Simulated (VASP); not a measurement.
The system is MoS2.

```
Mo S
1.0
     3.18384    0.00000    0.00000
    -1.59192    2.75729    0.00000
     0.00000    0.00000    6.22716
Mo S
1 2
Direct
  0.00000 0.00000 0.50000
  0.66667 0.33333 0.74468
  0.33333 0.66667 0.25532
```

Base run:

```yaml
Program: VASP 6.6.1
Functional: r2SCAN
Dispersion: D3(BJ)
Potentials_or_basis: VASP PAW PBE potentials, release 64 (Mo_sv, S)
Cutoff: 520 eV
k_mesh: 9 × 9 × 4
Occupations: fermi-dirac, width 0.05 eV
Spin: no spin polarisation
```

Its results: band gap on the k mesh zero (bands 13 and 14 overlap by 1.21 eV); pressure 4.3 GPa; largest force 0.794 eV/Å.

Task: The run is repeated on the same cell with these changes: functional from r2SCAN to BLYP. What comes out?

Result: Band gap on the k mesh zero (bands 13 and 14 overlap by 1.06 eV); pressure 6.1 GPa; largest force 1.359 eV/Å.

Caveats: the cell stands under pressure; the PAW data sets were made with another functional, which shifts forces and pressure a little.
